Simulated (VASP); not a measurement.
# Y3As (I4/mmm) in VASP: single point with PBE

Aim: the single point of Y3As with PBE.

Program: VASP 6.6.1. These are calculated values, not measurements. Logs are shortened: lines on timing, memory, paths and dates and some standing lists are left out, and cuts for length are marked.

**1. The cell of the first run**

It takes space group I4/mmm (No. 139, tetragonal). Conventional cell: a = 4.494 Å, b = 4.494 Å, c = 10.039 Å, α = 90.00°, β = 90.00°, γ = 90.00°. Y (site symmetry 4/mmm) has 4 As at 3.18 Å and 8 Y at 3.37 Å within 4.2 Å. Within 4.2 Å of Y (site symmetry -4m2) lie 8 Y at 3.18 to 3.37 Å and 4 As at 3.37 Å. As (site symmetry 4/mmm) has 12 Y at 3.18 to 3.37 Å within 4.2 Å.

**2. Single point, PBE**

Contents of INCAR:

```
PREC     = Accurate       # precision mode
ENCUT    = 520            # plane-wave cutoff, eV
EDIFF    = 1E-6           # SCF threshold, eV
ISMEAR   = 0              # smearing method
SIGMA    = 0.1            # smearing width, eV
LREAL    = F              # projectors in reciprocal space
LASPH    = T              # aspherical terms in the spheres
NELM     = 80             # most SCF steps
ALGO     = Normal         # electronic algorithm
ISIF     = 2              # what is computed and relaxed
LWAVE    = F              # write WAVECAR
LCHARG   = T              # write CHGCAR
GGA      = PE             # functional
LELF     = T              # ELF
LVHAR    = T            
NBANDS   = 27             # bands
```

Contents of KPOINTS:

```
Automatic mesh
0
Gamma
  6 6 6
```

Contents of POSCAR:

```
Y3As
1.0
   -2.2470036942      2.2470036942      5.0192809792
    2.2470036942     -2.2470036942      5.0192809792
    2.2470036942      2.2470036942     -5.0192809792
Y As
3 1
Direct
    0.5000000000      0.5000000000      0.0000000000
    0.2500000000      0.7500000000      0.5000000000
    0.7500000000      0.2500000000      0.5000000000
    0.0000000000      0.0000000000      0.0000000000
```

Potentials or basis: VASP PAW PBE potentials, release 64 (Y_sv, As).

Run with:

```bash
$ cat potpaw_PBE.64/Y_sv/POTCAR potpaw_PBE.64/As/POTCAR > POTCAR
$ mpirun -np 1 vasp_std > vasp.out
```

OUTCAR:

```text
PREC = Accurate
   ENCUT = 520
   EDIFF = 1E-6
   ISMEAR = 0
   LREAL = F
   LASPH = T
   NELM = 80
   ISIF = 2
   GGA = PE

 ion  position               nearest neighbor table
   1  0.500  0.500  0.000-   4 3.18   4 3.18   4 3.18   4 3.18   3 3.37   2 3.37   3 3.37   3 3.37
                             2 3.37   2 3.37   3 3.37   2 3.37
   2  0.250  0.750  0.500-   3 3.18   3 3.18   3 3.18   3 3.18   4 3.37   1 3.37   4 3.37   1 3.37
                             4 3.37   4 3.37   1 3.37   1 3.37
   3  0.750  0.250  0.500-   2 3.18   2 3.18   2 3.18   2 3.18   4 3.37   1 3.37   4 3.37   4 3.37
                             1 3.37   1 3.37   4 3.37   1 3.37
   4  0.000  0.000  0.000-   1 3.18   1 3.18   1 3.18   1 3.18   3 3.37   2 3.37   3 3.37   2 3.37
                             3 3.37   3 3.37   2 3.37   2 3.37

  LATTYP: Found a body centered tetragonal cell.
 ALAT       =     4.4940073884
 C/A-ratio  =     2.2337662337

  Lattice vectors:

 A1 = (  -2.2470036942,   2.2470036942,   5.0192809792)
 A2 = (   2.2470036942,  -2.2470036942,   5.0192809792)
 A3 = (   2.2470036942,   2.2470036942,  -5.0192809792)

Analysis of symmetry for initial positions (statically):
=====================================================================
 Subroutine PRICEL returns:
 Original cell was already a primitive cell.

 Routine SETGRP: Setting up the symmetry group for a
 body centered tetragonal supercell.

 Subroutine GETGRP returns: Found 16 space group operations
 (whereof 16 operations were pure point group operations)
 out of a pool of 16 trial point group operations.

The static configuration has the point symmetry D_4h.

Analysis of symmetry for dynamics (positions and initial velocities):
=====================================================================
 Subroutine PRICEL returns:
 Original cell was already a primitive cell.

 Routine SETGRP: Setting up the symmetry group for a
 body centered tetragonal supercell.

 Subroutine GETGRP returns: Found 16 space group operations
 (whereof 16 operations were pure point group operations)
 out of a pool of 16 trial point group operations.

The dynamic configuration has the point symmetry D_4h.

 Subroutine INISYM returns: Found 16 space group operations
 (whereof 16 operations are pure point group operations),
 and found     1 'primitive' translations

----------------------------------------------------------------------------------------

                                     Primitive cell

  volume of cell :     101.3699

  direct lattice vectors                    reciprocal lattice vectors
    -2.247003694  2.247003694  5.019280979     0.000000000  0.222518548  0.099615862
     2.247003694 -2.247003694  5.019280979     0.222518548  0.000000000  0.099615862
     2.247003694  2.247003694 -5.019280979     0.222518548  0.222518548  0.000000000

  length of vectors
     5.940642453  5.940642453  5.940642453     0.243798737  0.243798737  0.314688749

  position of ions in fractional coordinates (direct lattice)
     0.500000000  0.500000000  0.000000000
     0.250000000  0.750000000  0.500000000
     0.750000000  0.250000000  0.500000000
     0.000000000  0.000000000  0.000000000

  ion indices of the primitive-cell ions
   primitive index   ion index
                 1           1
                 2           2
                 3           3
                 4           4

----------------------------------------------------------------------------------------

 KPOINTS: Automatic mesh

Automatic generation of k-mesh.
 Grid dimensions read from file:
 generate k-points for:    6    6    6

 Generating k-lattice:

  Cartesian coordinates                     Fractional coordinates (reciprocal lattice)
     0.000000000  0.037086425  0.016602644     0.166666667 -0.000000000  0.000000000
     0.037086425  0.000000000  0.016602644    -0.000000000  0.166666667  0.000000000
     0.037086425  0.037086425  0.000000000     0.000000000  0.000000000  0.166666667

  Length of vectors
     0.040633123  0.040633123  0.052448125

  Shift w.r.t. Gamma in fractional coordinates (k-lattice)
     0.000000000  0.000000000  0.000000000

 Subroutine IBZKPT returns following result:
 ===========================================

 Found     30 irreducible k-points:

 Following reciprocal coordinates:
            Coordinates               Weight
  0.000000  0.000000  0.000000      1.000000
  0.166667  0.000000 -0.000000      8.000000
  0.333333  0.000000 -0.000000      8.000000
  0.500000  0.000000 -0.000000      4.000000
  0.166667  0.166667 -0.000000      8.000000
  0.333333  0.166667 -0.000000     16.000000
[... 16 lines left out ...]
 -0.333333 -0.333333  0.166667      8.000000
 -0.166667 -0.333333  0.166667      8.000000
 [... further k-points ...]
   k-points           NKPTS =     30   k-points in BZ     NKDIM =     30   number of bands    NBANDS=     27
   number of dos      NEDOS =    301   number of ions     NIONS =      4
   total plane-waves  NPLWV = 110592
   dimension x,y,z NGX =    48 NGY =   48 NGZ =   48
   dimension x,y,z NGXF=    96 NGYF=   96 NGZF=   96
   ions per type =               3   1
   NGX,Y,Z   is equivalent  to a cutoff of  13.43, 13.43, 13.43 a.u.
   NGXF,Y,Z  is equivalent  to a cutoff of  26.87, 26.87, 26.87 a.u.
 SYSTEM =  unknown system
   PREC   = accura    normal or accurate (medium, high low for compatibility)
   ISTART =      0    job   : 0-new  1-cont  2-samecut
   ICHARG =      2    charge: 1-file 2-atom 10-const
   ISPIN  =      1    spin polarized calculation?
   LNONCOLLINEAR =      F non collinear calculations
   LSORBIT =      F    spin-orbit coupling
   LASPH  =      T    aspherical Exc in radial PAW
   ENCUT  =  520.0 eV  38.22 Ry    6.18 a.u.  11.05 11.05 11.05*2*pi/ulx,y,z
   NELM   =     80;   NELMIN=  2; NELMDL= -5     # of ELM steps
   EDIFF  = 0.1E-05   stopping-criterion for ELM
   LREAL  =      F    real-space projection
   EDIFFG = 0.1E-04   stopping-criterion for IOM
   NSW    =      0    number of steps for IOM
   IBRION =     -1    ionic relax: 0-MD 1-quasi-New 2-CG
   NFREE  =      0    steps in history (QN), initial steepest desc. (CG)
   ISIF   =      2    stress and relaxation
   ISYM   =      2    0-nonsym 1-usesym 2-fastsym
   POTIM  = 0.5000    time-step for ionic-motion
   TEBEG  =    0.0;   TEEND  =   0.0 temperature during run
   PSTRESS=    0.0 pullay stress
   NELECT =      38.0000    total number of electrons
   NUPDOWN=      -1.0000    fix difference up-down
   EMIN   =  10.00;   EMAX   =-10.00  energy-range for DOS
   EFERMI =   0.00;   METHOD = LEGACY
   ISMEAR =     0;   SIGMA  =   0.10  broadening in eV -4-tet -1-fermi 0-gaus
   EFERMI_NEDOS =   21; number of points for ismear=-14 and -15
   IALGO  =     38    algorithm
   IMIX   =      4    mixing-type and parameters
     AMIX     =   0.40;   BMIX     =  1.00
     AMIX_MAG =   1.60;   BMIX_MAG =  1.00
  volume/ion in A,a.u.               =      25.34       171.02
  Fermi-wavevector in a.u.,A,eV,Ry     =   1.180410  2.230652 18.957930  1.393369
  Thomas-Fermi vector in A             =   2.316703
   LORBIT       =      0    0 simple, 1 ext, 2 COOP (PROOUT), +10 PAW based schemes
   GGA     = PE    functional components
   LHFCALC =     F    Hartree Fock is set to
   AEXX    =    0.0000 exact exchange contribution
   IVDW    =     0    specifies the selected vdW correction
   LEPSILON=     F    determine dielectric tensor
   LRPA    =     F    only Hartree local field effects (RPA)
 non-spin polarized calculation
 Gauss-broadening in eV      SIGMA  =   0.10
  energy-cutoff  :      520.00
  volume of cell :      101.37
 maximum number of plane-waves:      2762
 NGX is ok and might be reduce to    48
   NGX = 23   NGY = 23   NGZ = 23

 number of electron      38.0000000 magnetization

 Free energy of the ion-electron system (eV)
  ---------------------------------------------------
  ext. energy  EPLUGINS =         0.00000000
  ---------------------------------------------------
  free energy    TOTEN  =       -25.56010005 eV

  energy without entropy =      -25.54819286  energy(sigma->0) =      -25.55414646

 E-fermi :   4.6201     XC(G=0): -10.2261

 val. band max:        4.5727259703   @ k =   0.1667   0.0000  -0.0000
 cond. band min:       4.6695872531   @ k =   0.5000   0.5000  -0.0000
 fundamental gap:      0.0968612828
 Fermi energy:         4.6200722528

 k-point     1 :       0.0000    0.0000    0.0000
  band No.  band energies     occupation
      1     -38.0088      2.00000
      2     -37.8751      2.00000
      3     -37.7583      2.00000
      4     -18.3851      2.00000
      5     -18.2491      2.00000
      6     -18.2491      2.00000
[... 19 lines left out ...]
     26       7.3691      0.00000
     27       7.4962      0.00000

 k-point     2 :       0.1667    0.0000   -0.0000
  band No.  band energies     occupation
      1     -37.9968      2.00000
      2     -37.8749      2.00000
      3     -37.7703      2.00000
      4     -18.3660      2.00000
      5     -18.2170      2.00000
      6     -18.2154      2.00000
[... 19 lines left out ...]
     26       7.8837      0.00000
     27       7.9884      0.00000

 k-point     3 :       0.3333    0.0000   -0.0000
  band No.  band energies     occupation
      1     -37.9700      2.00000
      2     -37.8688      2.00000
      3     -37.8026      2.00000
      4     -18.3037      2.00000
      5     -18.2165      2.00000
      6     -18.1494      2.00000
[... 19 lines left out ...]
     26       7.9373      0.00000
     27       8.1906      0.00000

 k-point     4 :       0.5000    0.0000   -0.0000
  band No.  band energies     occupation
      1     -37.9552      2.00000
      2     -37.8484      2.00000
      3     -37.8376      2.00000
      4     -18.2984      2.00000
      5     -18.1461      2.00000
      6     -18.1241      2.00000
[... 19 lines left out ...]
     26       7.3263      0.00000
     27       7.4115      0.00000
[... 516 lines left out ...]
      4     -18.2879      2.00000
      5     -18.2014      2.00000
      6     -18.1831      2.00000
[... 19 lines left out ...]
     26       7.5717      0.00000
     27       8.3777      0.00000

 k-point    23 :      -0.3333   -0.3333    0.1667
  band No.  band energies     occupation
      1     -37.9631      2.00000
      2     -37.8981      2.00000
      3     -37.7808      2.00000
      4     -18.3646      2.00000
      5     -18.2414      2.00000
      6     -18.2028      2.00000
[... 19 lines left out ...]
     26       7.8294      0.00000
     27       8.3420      0.00000

 k-point    24 :      -0.1667   -0.3333    0.1667
  band No.  band energies     occupation
      1     -37.9811      2.00000
      2     -37.8909      2.00000
      3     -37.7704      2.00000
      4     -18.2883      2.00000
      5     -18.2843      2.00000
      6     -18.2739      2.00000
[... 19 lines left out ...]
     26       7.8987      0.00000
     27       8.4799      0.00000

 [... further k-points ...]
[... 5 lines left out ...]
  --------------------------------------------------------------------------------------
  -------------------------------------------------------------------------------------
  Total        0.4088746      0.4088746      2.1110659      0.0000000      0.0000000      0.0000000
  in kB        6.4623679      6.4623679     33.3659352      0.0000000      0.0000000      0.0000000
  external PRESSURE =      15.4302236 kB  Pullay stress =       0.0000000 kB

 VOLUME and BASIS-vectors are now :
 -----------------------------------------------------------------------------
  energy-cutoff  :      520.00
  volume of cell :      101.37
      direct lattice vectors                 reciprocal lattice vectors
    -2.247003694  2.247003694  5.019280979     0.000000000  0.222518548  0.099615862
     2.247003694 -2.247003694  5.019280979     0.222518548  0.000000000  0.099615862
     2.247003694  2.247003694 -5.019280979     0.222518548  0.222518548  0.000000000

 POSITION                                       TOTAL-FORCE (eV/Angst)
 -----------------------------------------------------------------------------------
      0.00000      0.00000      5.01928         0.000000      0.000000     -0.000000
      2.24700      0.00000      2.50964        -0.000000      0.000000      0.000000
      0.00000      2.24700      2.50964         0.000000     -0.000000      0.000000
      0.00000      0.00000      0.00000         0.000000      0.000000     -0.000000
 -----------------------------------------------------------------------------------
    total drift:                                0.000000     -0.000000      0.000000

  FREE ENERGIE OF THE ION-ELECTRON SYSTEM (eV)
  ---------------------------------------------------
  free  energy   TOTEN  =       -25.5601000500 eV

  energy  without entropy=      -25.5481928602  energy(sigma->0) =      -25.55414646
```

It took 61 s on 1 thread of Intel Xeon 6975P-C (Granite Rapids), shared host; peak memory 0.38 GiB.

Results:

```
Free energy            : -25.5601 eV
Pressure               : 1.5 GPa
Band gap on the k mesh : zero (band 19 reaches 5.07 eV, above the bottom of band 20 at 3.78 eV)
```
